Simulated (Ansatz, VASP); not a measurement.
## One calculation of Cd, two programs

```
Cd
1.0
     0.00000    2.28334    2.28334
     2.28334    0.00000    2.28334
     2.28334    2.28334    0.00000
Cd
1
Direct
  0.00000 0.00000 0.00000
```

Alike in both runs: task single point; functional PBE; k mesh 20 × 20 × 20; occupations fermi-dirac, width 0.1 eV; no spin polarisation.

|  | VASP | Ansatz |
| --- | --- | --- |
| version | VASP 6.6.1 | Ansatz 0.2.0 |
| potentials or method | VASP PAW PBE potentials, release 64 (Cd), cutoff 520 eV | plane waves (420 eV) with PAW, scalar-relativistic |
| valence electrons in the cell | 12 | 20 |

Ansatz gave:

```
pressure (GPa) : -1.6
```

Problem. Estimate VASP's values.

Solution. Pressure (GPa): -1.4.

VASP's potentials hold 12 valence electrons a cell and Ansatz's 20, so a difference there can come from the potentials and not from the codes.
